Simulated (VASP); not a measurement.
# BN (P6_3/mmc) in VASP: a series of runs, part 3 of 3

VASP 6.6.1.

## 6. Single point, PBEsol

This run uses another cell than the first one, of 9.89 Å³/atom, 1.140 times its volume.

INCAR

```
SYSTEM = BN
ALGO = Normal
EDIFF = 1E-7
ENCUT = 520
GGA = PS
ISIF = 2
ISMEAR = 0
LASPH = .TRUE.
LCHARG = .FALSE.
LREAL = .FALSE.
LWAVE = .FALSE.
NBANDS = 16
NELM = 100
PREC = Accurate
SIGMA = 0.05
```

KPOINTS

```
k-points
0
G
  12 12 4
  0 0 0
```

POSCAR

```
BN
1.0
    2.6231520000      0.0000000000      0.0000000000
   -1.3115760000      2.2717159500      0.0000000000
    0.0000000000      0.0000000000      6.6357000000
B N
2 2
Direct
    0.3333333333      0.6666666667      0.2500000000
    0.6666666667      0.3333333333      0.7500000000
    0.3333333333      0.6666666667      0.7500000000
    0.6666666667      0.3333333333      0.2500000000
```

Potentials or basis: VASP PAW PBE potentials, release 64 (B, N).

On the command line:

```bash
cat potpaw_PBE.64/B/POTCAR potpaw_PBE.64/N/POTCAR > POTCAR
mpirun -np 1 vasp_std > vasp.out
```

OUTCAR:

```text
SYSTEM = BN
   EDIFF = 1E-7
   ENCUT = 520
   GGA = PS
   ISIF = 2
   ISMEAR = 0
   LASPH = .TRUE.
   LREAL = .FALSE.
   NELM = 100
   PREC = Accurate

 ion  position               nearest neighbor table
   1  0.333  0.667  0.250-   4 1.51   4 1.51   4 1.51
   2  0.667  0.333  0.750-   3 1.51   3 1.51   3 1.51
   3  0.333  0.667  0.750-   2 1.51   2 1.51   2 1.51
   4  0.667  0.333  0.250-   1 1.51   1 1.51   1 1.51

  LATTYP: Found a hexagonal cell.
 ALAT       =     2.6231520000
 C/A-ratio  =     2.5296665996

  Lattice vectors:

 A1 = (   2.6231520000,   0.0000000000,   0.0000000000)
 A2 = (  -1.3115760000,   2.2717159500,   0.0000000000)
 A3 = (   0.0000000000,   0.0000000000,   6.6357000000)

Analysis of symmetry for initial positions (statically):
=====================================================================
 Subroutine PRICEL returns:
 Original cell was already a primitive cell.

 Routine SETGRP: Setting up the symmetry group for a
 hexagonal supercell.

 Subroutine GETGRP returns: Found 24 space group operations
 (whereof 12 operations were pure point group operations)
 out of a pool of 24 trial point group operations.

The static configuration has the point symmetry D_3d.
 The point group associated with its full space group is D_6h.

Analysis of symmetry for dynamics (positions and initial velocities):
=====================================================================
 Subroutine PRICEL returns:
 Original cell was already a primitive cell.

 Routine SETGRP: Setting up the symmetry group for a
 hexagonal supercell.

 Subroutine GETGRP returns: Found 24 space group operations
 (whereof 12 operations were pure point group operations)
 out of a pool of 24 trial point group operations.

The dynamic configuration has the point symmetry D_3d.
 The point group associated with its full space group is D_6h.

 Subroutine INISYM returns: Found 24 space group operations
 (whereof 12 operations are pure point group operations),
 and found     1 'primitive' translations

----------------------------------------------------------------------------------------

                                     Primitive cell

  volume of cell :      39.5425

  direct lattice vectors                    reciprocal lattice vectors
     2.623152000  0.000000000  0.000000000     0.381220760  0.220097940  0.000000000
    -1.311576000  2.271715950  0.000000000     0.000000000  0.440195879  0.000000000
     0.000000000  0.000000000  6.635700000     0.000000000  0.000000000  0.150700002

  length of vectors
     2.623152000  2.623151723  6.635700000     0.440195833  0.440195879  0.150700002

  position of ions in fractional coordinates (direct lattice)
     0.333333333  0.666666667  0.250000000
     0.666666667  0.333333333  0.750000000
     0.333333333  0.666666667  0.750000000
     0.666666667  0.333333333  0.250000000

  ion indices of the primitive-cell ions
   primitive index   ion index
                 1           1
                 2           2
                 3           3
                 4           4

----------------------------------------------------------------------------------------

 KPOINTS: k-points

Automatic generation of k-mesh.
 Grid dimensions read from file:
 generate k-points for:   12   12    4

 Generating k-lattice:

  Cartesian coordinates                     Fractional coordinates (reciprocal lattice)
     0.031768397  0.018341495  0.000000000     0.083333333  0.000000000  0.000000000
     0.000000000  0.036682990  0.000000000     0.000000000  0.083333333  0.000000000
     0.000000000  0.000000000  0.037675000     0.000000000  0.000000000  0.250000000

  Length of vectors
     0.036682986  0.036682990  0.037675000

  Shift w.r.t. Gamma in fractional coordinates (k-lattice)
     0.000000000  0.000000000  0.000000000

 Subroutine IBZKPT returns following result:
 ===========================================

 Found     57 irreducible k-points:

 Following reciprocal coordinates:
            Coordinates               Weight
  0.000000  0.000000  0.000000      1.000000
  0.083333 -0.000000  0.000000      6.000000
  0.166667  0.000000  0.000000      6.000000
  0.250000  0.000000  0.000000      6.000000
  0.333333  0.000000  0.000000      6.000000
  0.416667  0.000000  0.000000      6.000000
[... 16 lines left out ...]
  0.250000  0.000000  0.250000     12.000000
  0.333333  0.000000  0.250000     12.000000
 [... further k-points ...]
   k-points           NKPTS =     57   k-points in BZ     NKDIM =     57   number of bands    NBANDS=     16
   number of dos      NEDOS =    301   number of ions     NIONS =      4
   total plane-waves  NPLWV =  20000
   dimension x,y,z NGX =    20 NGY =   20 NGZ =   50
   dimension x,y,z NGXF=    40 NGYF=   40 NGZF=  100
   ions per type =               2   2
   NGX,Y,Z   is equivalent  to a cutoff of  12.68, 12.68, 12.53 a.u.
   NGXF,Y,Z  is equivalent  to a cutoff of  25.35, 25.35, 25.05 a.u.
 SYSTEM =  BN
   PREC   = accura    normal or accurate (medium, high low for compatibility)
   ISTART =      0    job   : 0-new  1-cont  2-samecut
   ICHARG =      2    charge: 1-file 2-atom 10-const
   ISPIN  =      1    spin polarized calculation?
   LNONCOLLINEAR =      F non collinear calculations
   LSORBIT =      F    spin-orbit coupling
   LASPH  =      T    aspherical Exc in radial PAW
   ENCUT  =  520.0 eV  38.22 Ry    6.18 a.u.   4.88  4.88 12.34*2*pi/ulx,y,z
   NELM   =    100;   NELMIN=  2; NELMDL= -5     # of ELM steps
   EDIFF  = 0.1E-06   stopping-criterion for ELM
   LREAL  =      F    real-space projection
   EDIFFG = 0.1E-05   stopping-criterion for IOM
   NSW    =      0    number of steps for IOM
   IBRION =     -1    ionic relax: 0-MD 1-quasi-New 2-CG
   NFREE  =      0    steps in history (QN), initial steepest desc. (CG)
   ISIF   =      2    stress and relaxation
   ISYM   =      2    0-nonsym 1-usesym 2-fastsym
   POTIM  = 0.5000    time-step for ionic-motion
   TEBEG  =    0.0;   TEEND  =   0.0 temperature during run
   PSTRESS=    0.0 pullay stress
   NELECT =      16.0000    total number of electrons
   NUPDOWN=      -1.0000    fix difference up-down
   EMIN   =  10.00;   EMAX   =-10.00  energy-range for DOS
   EFERMI =   0.00;   METHOD = LEGACY
   ISMEAR =     0;   SIGMA  =   0.05  broadening in eV -4-tet -1-fermi 0-gaus
   EFERMI_NEDOS =   21; number of points for ismear=-14 and -15
   IALGO  =     38    algorithm
   IMIX   =      4    mixing-type and parameters
     AMIX     =   0.40;   BMIX     =  1.00
     AMIX_MAG =   1.60;   BMIX_MAG =  1.00
  volume/ion in A,a.u.               =       9.89        66.71
  Fermi-wavevector in a.u.,A,eV,Ry     =   1.210859  2.288191 19.948569  1.466178
  Thomas-Fermi vector in A             =   2.346392
   LORBIT       =      0    0 simple, 1 ext, 2 COOP (PROOUT), +10 PAW based schemes
   GGA     = PS    functional components
   LHFCALC =     F    Hartree Fock is set to
   AEXX    =    0.0000 exact exchange contribution
   IVDW    =     0    specifies the selected vdW correction
   LEPSILON=     F    determine dielectric tensor
   LRPA    =     F    only Hartree local field effects (RPA)
 non-spin polarized calculation
 Gauss-broadening in eV      SIGMA  =   0.05
  energy-cutoff  :      520.00
  volume of cell :       39.54
 maximum number of plane-waves:      1098
 NGX is ok and might be reduce to    20
   NGX =  9   NGY =  9   NGZ = 25

 number of electron      15.9999997 magnetization

 Free energy of the ion-electron system (eV)
  ---------------------------------------------------
  ext. energy  EPLUGINS =         0.00000000
  ---------------------------------------------------
  free energy    TOTEN  =       -36.09467017 eV

  energy without entropy =      -36.09467017  energy(sigma->0) =      -36.09467017

 E-fermi :   1.9294     XC(G=0): -10.0214

 val. band max:        1.6613633528   @ k =   0.3333   0.2500   0.0000
 cond. band min:       5.5691929417   @ k =   0.5000   0.0000   0.0000
 fundamental gap:      3.9078295889
 Fermi energy:         1.9294181938

 k-point     1 :       0.0000    0.0000    0.0000
  band No.  band energies     occupation
      1     -15.3384      2.00000
      2     -15.0193      2.00000
      3      -4.0228      2.00000
      4      -1.7420      2.00000
      5       0.1773      2.00000
      6       0.1773      2.00000
[... 8 lines left out ...]
     15      12.1496      0.00000
     16      13.0579      0.00000
[... 420 lines left out ...]
  band No.  band energies     occupation
      1     -13.5274      2.00000
      2     -13.3658      2.00000
      3      -4.9709      2.00000
      4      -4.9010      2.00000
      5      -1.7997      2.00000
      6      -1.7443      2.00000
[... 8 lines left out ...]
     15      16.9157      0.00000
     16      18.1021      0.00000

 [... further k-points ...]
[... 5 lines left out ...]
  --------------------------------------------------------------------------------------
  -------------------------------------------------------------------------------------
  Total       -9.9764200     -9.9764172      0.1142677      0.0000000     -0.0000000     -0.0000000
  in kB     -404.2230545   -404.2229406      4.6298821      0.0000000     -0.0000000     -0.0000000
  external PRESSURE =    -267.9387044 kB  Pullay stress =       0.0000000 kB

 VOLUME and BASIS-vectors are now :
 -----------------------------------------------------------------------------
  energy-cutoff  :      520.00
  volume of cell :       39.54
      direct lattice vectors                 reciprocal lattice vectors
     2.623152000  0.000000000  0.000000000     0.381220760  0.220097940  0.000000000
    -1.311576000  2.271715950  0.000000000     0.000000000  0.440195879  0.000000000
     0.000000000  0.000000000  6.635700000     0.000000000  0.000000000  0.150700002

 POSITION                                       TOTAL-FORCE (eV/Angst)
 -----------------------------------------------------------------------------------
     -0.00000      1.51448      1.65892        -0.000000     -0.000000      0.000000
      1.31158      0.75724      4.97677         0.000000      0.000000      0.000000
     -0.00000      1.51448      4.97677         0.000000      0.000000      0.000000
      1.31158      0.75724      1.65892         0.000000     -0.000000      0.000000
 -----------------------------------------------------------------------------------
    total drift:                               -0.000000      0.000000     -0.000000

  FREE ENERGIE OF THE ION-ELECTRON SYSTEM (eV)
  ---------------------------------------------------
  free  energy   TOTEN  =       -36.0946701727 eV

  energy  without entropy=      -36.0946701727  energy(sigma->0) =      -36.09467017
```

OSZICAR:

```text
N       E                     dE             d eps       ncg     rms          rms(c)
DAV:   1     0.460217700688E+02    0.46022E+02   -0.76319E+03  1824   0.904E+02
DAV:   2    -0.350701930795E+02   -0.81092E+02   -0.73150E+02  2544   0.210E+02
DAV:   3    -0.387046153033E+02   -0.36344E+01   -0.36175E+01  2448   0.440E+01
DAV:   4    -0.387293571032E+02   -0.24742E-01   -0.24739E-01  2192   0.404E+00
DAV:   5    -0.387295930746E+02   -0.23597E-03   -0.23597E-03  2448   0.378E-01    0.986E+00
DAV:   6    -0.363177399893E+02    0.24119E+01   -0.43854E+00  2344   0.158E+01    0.439E+00
DAV:   7    -0.361621329868E+02    0.15561E+00   -0.34602E-01  2416   0.447E+00    0.284E+00
DAV:   8    -0.360991103675E+02    0.63023E-01   -0.18026E-01  2408   0.273E+00    0.477E-01
DAV:   9    -0.360940850831E+02    0.50253E-02   -0.11986E-02  2184   0.886E-01    0.143E-01
DAV:  10    -0.360945969949E+02   -0.51191E-03   -0.11052E-03  2184   0.241E-01    0.296E-02
DAV:  11    -0.360946677912E+02   -0.70796E-04   -0.60522E-05  2328   0.595E-02    0.152E-02
DAV:  12    -0.360946699554E+02   -0.21642E-05   -0.13097E-05  2072   0.250E-02    0.167E-03
DAV:  13    -0.360946701306E+02   -0.17525E-06   -0.30650E-07  2544   0.417E-03    0.759E-04
DAV:  14    -0.360946701727E+02   -0.42133E-07   -0.62156E-08  1672   0.156E-03
   1 F= -.36094670E+02 E0= -.36094670E+02  d E =-.193628E-15
```

Wall time 38 s (1 thread of Intel Xeon Platinum 8375C at 2.90GHz (Ice Lake), shared host); peak memory 0.16 GiB.

What came out:

```yaml
Free_energy: -36.0947 eV
Pressure: -26.8 GPa
Band_gap_on_the_k_mesh: 3.91 eV, indirect (least direct gap 4.23 eV)
```

Levels at points of the mesh, in eV from the valence-band top:
```
           k point  band 6  band 7  band 8  band 9  band 10  band 11
(0.00, 0.00, 0.00)   -1.48   -1.44   -1.44    4.92     9.57     9.89
(0.50, 0.00, 0.00)   -3.88   -1.41   -0.32    3.91     5.26     8.17
(0.00, 0.00, 0.50)   -1.46   -1.46   -1.46    7.10     7.10    10.41
(0.50, 0.00, 0.50)   -3.92   -0.84   -0.84    4.34     4.34     8.43
```

Caveat: the PAW data sets were made with another functional, which shifts forces and pressure a little; this functional lacks dispersion, which binds the layers, so the pressure and a relaxed spacing across them are unreliable.

## 7. Summary

| cell | gap on the mesh (eV) | pressure (GPa) |
| --- | --- | --- |
| a = 2.457, b = 2.457, c = 6.636 Å, angles 90.0, 90.0, 120.0°, 4 atoms | 4.25 | 15.8 |
| a = 2.498, b = 2.498, c = 6.636 Å, angles 90.0, 90.0, 120.0°, 4 atoms | 4.18 | 2.5 |
| a = 2.540, b = 2.540, c = 6.636 Å, angles 90.0, 90.0, 120.0°, 4 atoms | 4.09 | -8.9 |
| a = 2.582, b = 2.582, c = 6.636 Å, angles 90.0, 90.0, 120.0°, 4 atoms | 4.00 | -18.6 |
| a = 2.623, b = 2.623, c = 6.636 Å, angles 90.0, 90.0, 120.0°, 4 atoms | 3.91 | -26.8 |

Alike in all rows: task single point; level PBEsol; potentials or basis VASP PAW PBE potentials, release 64 (B, N); no spin polarisation; k mesh 12 × 12 × 4; cutoff (eV) 520; smearing gaussian 0.05 eV.

Caveats: the PAW data sets were made with another functional, which shifts forces and pressure a little; this functional lacks dispersion, which binds the layers, so the pressure and a relaxed spacing across them are unreliable.

Total energies depend on the potentials used, so only differences within one code and one set of settings carry meaning.
